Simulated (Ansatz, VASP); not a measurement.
NaSb2: VASP beside Ansatz

```
Na Sb
1.0
     2.07997    1.20087    6.37772
    -2.07997    1.20087    6.37772
     0.00000   -2.40174    6.37772
Na Sb
1 2
Direct
  0.00000 0.00000 0.00000
  0.78877 0.78877 0.78877
  0.21123 0.21123 0.21123
```

Alike in both runs: functional PBE; k mesh 12 × 12 × 12; occupations gaussian, width 0.1 eV; no spin polarisation.

Ansatz relaxed the structure, and its values are those at the end. VASP's run is a single point on that final structure, the one shown.

|  | VASP | Ansatz |
| --- | --- | --- |
| version | VASP 6.6.1 | Ansatz 0.2.0 |
| potentials or method | VASP PAW PBE potentials, release 64 (Na_pv, Sb), cutoff 520 eV | scalar-relativistic, plane waves, PAW |
| valence electrons in the cell | 17 | 39 |

```csv
,VASP,Ansatz,Ansatz less VASP
gap on the k mesh at the Fermi level (eV),none,none,-
pressure (GPa),0.1,0.0,-0.08
rms of the force components (eV/Å),0.014,0.001,-0.0130
```

A gap of «none» marks a metal or a gap that the smearing closes. With one functional, cell and mesh, what is left measures potentials, basis and numerics. VASP's potentials hold 17 valence electrons a cell and Ansatz's 39, so a difference there can come from the potentials and not from the codes.

Neither program's run includes spin-orbit coupling.
